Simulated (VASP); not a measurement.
# LiH (zincblende type) in VASP: further runs, part 2 of 2

VASP 6.6.1.

### 4 Electric field gradients, PBE (atom 2 (H) moved by [0.05, 0.0, 0.0] A)

INCAR

```
SYSTEM = LiH
ALGO     = Normal         ! electronic algorithm
EDIFF    = 1E-8           ! SCF threshold, eV
ENCUT    = 520            ! plane-wave cutoff, eV
GGA      = PE             ! functional
ISIF     = 2              ! what is computed and relaxed
ISMEAR   = -1             ! smearing method
LASPH    = .True.         ! aspherical terms in the spheres
LCHARG   = .False.        ! write CHGCAR
LEFG     = .True.       
LREAL    = .False.        ! projectors in reciprocal space
LWAVE    = .False.        ! write WAVECAR
NBANDS   = 9              ! bands
NELM     = 100            ! most SCF steps
PREC     = Accurate       ! precision mode
SIGMA    = 0.05           ! smearing width, eV
```

KPOINTS

```
k-points
0
Gamma
  13 13 13
  0 0 0
```

POSCAR

```
LiH
1.0
    0.0000000000      2.1448522242      2.1448522242
    2.1448522242      0.0000000000      2.1448522242
    2.1448522242      2.1448522242      0.0000000000
Li H
1 1
Direct
    0.0000000000      0.0000000000      0.0000000000
    0.2383441853      0.2616558147      0.2616558147
```

Potentials or basis: VASP PAW PBE potentials, release 64 (Li_sv, H).

Launch:

```sh
> cat potpaw_PBE.64/Li_sv/POTCAR potpaw_PBE.64/H/POTCAR > POTCAR
> mpirun -np 1 vasp_std > vasp.out
```

OUTCAR:

```text
SYSTEM = LiH
   EDIFF = 1E-8
   ENCUT = 520
   GGA = PE
   ISIF = 2
   ISMEAR = -1
   LASPH = .True.
   LREAL = .False.
   NELM = 100
   PREC = Accurate

 ion  position               nearest neighbor table
   1  0.000  0.000  0.000-
   2  0.238  0.262  0.262-

  LATTYP: Found a face centered cubic cell.
 ALAT       =     4.2897044484

  Lattice vectors:

 A1 = (   0.0000000000,   2.1448522242,   2.1448522242)
 A2 = (   2.1448522242,   0.0000000000,   2.1448522242)
 A3 = (   2.1448522242,   2.1448522242,   0.0000000000)

[... 496 lines left out ...]
  FREE ENERGIE OF THE ION-ELECTRON SYSTEM (eV)
  ---------------------------------------------------
  free  energy   TOTEN  =        -6.0277928460 eV

  energy  without entropy=       -6.0277928460  energy(sigma->0) =       -6.02779285

 Electric field gradients (V/A^2)
---------------------------------------------------------------------
 ion       V_xx      V_yy      V_zz      V_xy      V_xz      V_yz
---------------------------------------------------------------------
   1       0.004    -0.002    -0.002    -0.002    -0.002     0.168
   2      -0.027     0.013     0.013    -0.001    -0.001    -0.531
---------------------------------------------------------------------

 Electric field gradients after diagonalization (V/A^2)
 (convention: |V_zz| > |V_xx| > |V_yy|)
----------------------------------------------------------------------
 ion       V_xx      V_yy      V_zz     asymmetry (V_yy - V_xx)/ V_zz
----------------------------------------------------------------------
   1       0.166     0.004    -0.170       0.959
   2      -0.518    -0.027     0.544       0.901
----------------------------------------------------------------------

           NMR quadrupolar parameters

 Cq : quadrupolar parameter    Cq=e*Q*V_zz/h
 eta: asymmetry parameters     (V_yy - V_xx)/ V_zz
 Q  : nuclear electric quadrupole moment in mb (millibarn)
----------------------------------------------------------------------
 ion       Cq(MHz)       eta       Q (mb)
----------------------------------------------------------------------
   1      -0.000       0.959       1.000
   2       0.001       0.901       1.000
----------------------------------------------------------------------
```

OSZICAR:

```text
N       E                     dE             d eps       ncg     rms          rms(c)
DAV:   1    -0.115169850786E+01   -0.11517E+01   -0.13727E+03  6246   0.393E+02
DAV:   2    -0.627552751189E+01   -0.51238E+01   -0.50951E+01  8626   0.564E+01
DAV:   3    -0.637055932617E+01   -0.95032E-01   -0.94987E-01  7410   0.637E+00
DAV:   4    -0.637166891646E+01   -0.11096E-02   -0.11094E-02  8424   0.529E-01
DAV:   5    -0.637167380279E+01   -0.48863E-05   -0.48863E-05  7465   0.308E-02    0.331E+00
DAV:   6    -0.609880992144E+01    0.27286E+00   -0.26192E-01  6532   0.143E+00    0.161E+00
DAV:   7    -0.602240675223E+01    0.76403E-01   -0.29472E-01  7006   0.173E+00    0.290E-01
DAV:   8    -0.602782902414E+01   -0.54223E-02   -0.11701E-02  7222   0.543E-01    0.531E-02
DAV:   9    -0.602779182235E+01    0.37202E-04   -0.24220E-04  7953   0.699E-02    0.893E-03
DAV:  10    -0.602779327547E+01   -0.14531E-05   -0.11827E-05  7549   0.235E-02    0.513E-03
DAV:  11    -0.602779284516E+01    0.43031E-06   -0.16557E-06  8784   0.379E-03    0.678E-04
DAV:  12    -0.602779287295E+01   -0.27789E-07   -0.30942E-08  6820   0.127E-03    0.406E-04
DAV:  13    -0.602779284650E+01    0.26453E-07   -0.62079E-09  7175   0.400E-04    0.788E-05
DAV:  14    -0.602779284605E+01    0.44923E-09   -0.48167E-10  3402   0.104E-04
   1 F= -.60277928E+01 E0= -.60277928E+01  d E =-.390391E-11
```

stdout:

```text
POSCAR found type information on POSCAR LiH
 POSCAR found :  2 types and       2 ions
 scaLAPACK will be used
 LDA part: xc-table for (Slater+PW92), standard interpolation
 POSCAR, INCAR and KPOINTS ok, starting setup
 FFT: planning ... GRIDC
 FFT: planning ... GRID_SOFT
 FFT: planning ... GRID
 WAVECAR not read
 entering main loop
ion   1

ion   2
```

Wall time 23 s (1 thread of Intel Xeon Platinum 8488C (Sapphire Rapids), shared host); peak memory 0.17 GiB.

What came out:

```yaml
Free_energy: -6.0278 eV
Largest_force: 0.113 eV/Å
Band_gap_on_the_k_mesh: 4.22 eV (least direct gap 5.14 eV)
Largest_electric_field_gradient_by_atom: Li -0.2; H +0.5 V/Å²
```

Forces in eV/Å, atoms in the order of the input:
```
Li   0.113  0.000  0.000
H   -0.113  0.000  0.000
```

Electric field gradients, principal values (V/Å²):
```tsv
atom	least	middle	greatest (by size)
1 Li	0.004	0.166	-0.170
2 H	-0.027	-0.518	0.544
```

Caveat: the cell differs from its parent crystal (atom 2 (H) moved by [0.05, 0.0, 0.0] A); without QUAD_EFG the Cq values of the log hold for a quadrupole moment of 1 mb, not for the nuclei. A k mesh can miss the band edges.

### 5 Electric field gradients, PBE (atom 2 (H) moved by [0.05, 0.0, 0.0] A)

INCAR

```
PREC = Accurate ; ENCUT = 520
EDIFF = 1E-8 ; ISMEAR = -1
SIGMA = 0.05 ; LREAL = False
LASPH = True ; NELM = 100
ALGO = Normal ; ISIF = 2
LWAVE = False ; LCHARG = False
GGA = PE ; LEFG = True
NBANDS = 9
```

KPOINTS

```
Automatic mesh
0
Gamma
  13 13 13
```

POSCAR is that of step 4.

Potentials or basis: VASP PAW PBE potentials, release 64 (Li_sv, H).

Launch:

```sh
> cat potpaw_PBE.64/Li_sv/POTCAR potpaw_PBE.64/H/POTCAR > POTCAR
> mpirun -np 1 vasp_std > vasp.out
```

OUTCAR:

```text
PREC = Accurate
   ENCUT = 520
   EDIFF = 1E-8
   ISMEAR = -1
   LREAL = False
   LASPH = True
   NELM = 100
   ISIF = 2
   GGA = PE

 ion  position               nearest neighbor table
   1  0.000  0.000  0.000-
   2  0.238  0.262  0.262-

  LATTYP: Found a face centered cubic cell.
 ALAT       =     4.2897044484

  Lattice vectors:

 A1 = (   0.0000000000,   2.1448522242,   2.1448522242)
 A2 = (   2.1448522242,   0.0000000000,   2.1448522242)
 A3 = (   2.1448522242,   2.1448522242,   0.0000000000)

Analysis of symmetry for initial positions (statically):
=====================================================================
 Subroutine PRICEL returns:
 Original cell was already a primitive cell.

 Routine SETGRP: Setting up the symmetry group for a
 face centered cubic supercell.

 Subroutine GETGRP returns: Found  4 space group operations
 (whereof  4 operations were pure point group operations)
[... 472 lines left out ...]
  energy-cutoff  :      520.00
  volume of cell :       19.73
      direct lattice vectors                 reciprocal lattice vectors
     0.000000000  2.144852224  2.144852224    -0.233116293  0.233116293  0.233116293
     2.144852224  0.000000000  2.144852224     0.233116293 -0.233116293  0.233116293
     2.144852224  2.144852224  0.000000000     0.233116293  0.233116293 -0.233116293

 POSITION                                       TOTAL-FORCE (eV/Angst)
 -----------------------------------------------------------------------------------
      0.00000      0.00000      0.00000         0.113195      0.000000      0.000000
      1.12243      1.07243      1.07243        -0.113195      0.000000      0.000000
 -----------------------------------------------------------------------------------
    total drift:                                0.000026     -0.000000     -0.000000

  FREE ENERGIE OF THE ION-ELECTRON SYSTEM (eV)
  ---------------------------------------------------
  free  energy   TOTEN  =        -6.0277928460 eV

  energy  without entropy=       -6.0277928460  energy(sigma->0) =       -6.02779285

 Electric field gradients (V/A^2)
---------------------------------------------------------------------
 ion       V_xx      V_yy      V_zz      V_xy      V_xz      V_yz
---------------------------------------------------------------------
   1       0.004    -0.002    -0.002    -0.002    -0.002     0.168
   2      -0.027     0.013     0.013    -0.001    -0.001    -0.531
---------------------------------------------------------------------

 Electric field gradients after diagonalization (V/A^2)
 (convention: |V_zz| > |V_xx| > |V_yy|)
----------------------------------------------------------------------
 ion       V_xx      V_yy      V_zz     asymmetry (V_yy - V_xx)/ V_zz
----------------------------------------------------------------------
   1       0.166     0.004    -0.170       0.959
   2      -0.518    -0.027     0.544       0.901
----------------------------------------------------------------------

           NMR quadrupolar parameters

 Cq : quadrupolar parameter    Cq=e*Q*V_zz/h
 eta: asymmetry parameters     (V_yy - V_xx)/ V_zz
 Q  : nuclear electric quadrupole moment in mb (millibarn)
----------------------------------------------------------------------
 ion       Cq(MHz)       eta       Q (mb)
----------------------------------------------------------------------
   1      -0.000       0.959       1.000
   2       0.001       0.901       1.000
----------------------------------------------------------------------
```

OSZICAR:

```text
N       E                     dE             d eps       ncg     rms          rms(c)
DAV:   1    -0.115169850786E+01   -0.11517E+01   -0.13727E+03  6246   0.393E+02
DAV:   2    -0.627552751189E+01   -0.51238E+01   -0.50951E+01  8626   0.564E+01
DAV:   3    -0.637055932617E+01   -0.95032E-01   -0.94987E-01  7410   0.637E+00
DAV:   4    -0.637166891646E+01   -0.11096E-02   -0.11094E-02  8424   0.529E-01
DAV:   5    -0.637167380279E+01   -0.48863E-05   -0.48863E-05  7465   0.308E-02    0.331E+00
DAV:   6    -0.609880992144E+01    0.27286E+00   -0.26192E-01  6532   0.143E+00    0.161E+00
DAV:   7    -0.602240675223E+01    0.76403E-01   -0.29472E-01  7006   0.173E+00    0.290E-01
DAV:   8    -0.602782902414E+01   -0.54223E-02   -0.11701E-02  7222   0.543E-01    0.531E-02
DAV:   9    -0.602779182235E+01    0.37202E-04   -0.24220E-04  7953   0.699E-02    0.893E-03
DAV:  10    -0.602779327547E+01   -0.14531E-05   -0.11827E-05  7549   0.235E-02    0.513E-03
DAV:  11    -0.602779284516E+01    0.43031E-06   -0.16557E-06  8784   0.379E-03    0.678E-04
DAV:  12    -0.602779287295E+01   -0.27789E-07   -0.30942E-08  6820   0.127E-03    0.406E-04
DAV:  13    -0.602779284650E+01    0.26453E-07   -0.62079E-09  7175   0.400E-04    0.788E-05
DAV:  14    -0.602779284605E+01    0.44923E-09   -0.48167E-10  3402   0.104E-04
   1 F= -.60277928E+01 E0= -.60277928E+01  d E =-.390391E-11
```

Wall time 24 s (1 thread of Intel Xeon Platinum 8488C (Sapphire Rapids), shared host); peak memory 0.17 GiB.

Results:

- Free energy: -6.0278 eV
- Largest force: 0.113 eV/Å
- Band gap on the k mesh: 4.22 eV (least direct gap 5.14 eV)
- Largest electric field gradient by atom: Li -0.2; H +0.5 V/Å²

Forces on the atoms (eV/Å):
```
Li   0.113  0.000  0.000
H   -0.113  0.000  0.000
```

Electric field gradients, principal values (V/Å²):
| atom | least | middle | greatest (by size) |
| --- | --- | --- | --- |
| 1 Li | 0.004 | 0.166 | -0.170 |
| 2 H | -0.027 | -0.518 | 0.544 |

Caveat: the cell differs from its parent crystal (atom 2 (H) moved by [0.05, 0.0, 0.0] A); without QUAD_EFG the Cq values of the log hold for a quadrupole moment of 1 mb, not for the nuclei. A k mesh can miss the band edges.

### 6 The runs side by side

```tsv
cell	gap on the mesh (eV)	largest force (eV/Å)
a = 2.974 Å, angles 62.7°, 2 atoms, atomic positions A	4.19	0.14
a = 3.079 Å, angles 58.0°, 2 atoms, atomic positions A	4.05	0.07
a = 3.033 Å, angles 60.0°, 2 atoms, atomic positions B	4.22	0.11
```

Alike in all rows: task electric field gradients; level PBE; potentials or basis VASP PAW PBE potentials, release 64 (Li_sv, H); no spin polarisation; k mesh 13 × 13 × 13; cutoff (eV) 520; smearing fermi-dirac 0.05 eV.

Absolute energies hang on the potentials; compare differences alone.
